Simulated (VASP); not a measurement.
Runs of VASP 6.6.1 on Si. The structure is that of space group P6/mmm (No. 191), or close to it. The cells are those of the table. This isn't the form of Si at room conditions, which is diamond.

```csv
cell,gap on the mesh (eV),pressure (GPa)
"a = 4.148, b = 4.148, c = 2.672 Å, angles 90.0, 90.0, 120.0°, 2 atoms",none,(a)
"a = 4.037, b = 4.037, c = 2.601 Å, angles 90.0, 90.0, 120.0°, 2 atoms",none,3.0
"a = 4.175, b = 4.175, c = 2.690 Å, angles 90.0, 90.0, 120.0°, 2 atoms",none,(b)
"a = 4.065, b = 4.065, c = 2.619 Å, angles 90.0, 90.0, 120.0°, 2 atoms",none,0.9
"a = 4.202, b = 4.202, c = 2.707 Å, angles 90.0, 90.0, 120.0°, 2 atoms",none,-6.7
```

Alike in all rows: task single point; level HSE06; potentials or basis VASP PAW PBE potentials, release 64 (Si); no spin polarisation; k mesh 4 × 4 × 5; cutoff (eV) 520; smearing fermi-dirac 0.05 eV.

Task: Fill in the values left out.

Result: (a) -4.2; (b) -5.6.

Caveats: all runs use coarse meshes; the PAW data sets were made with another functional, which shifts forces and pressure a little.

A gap of «none» marks levels without a gap at the run's occupations.
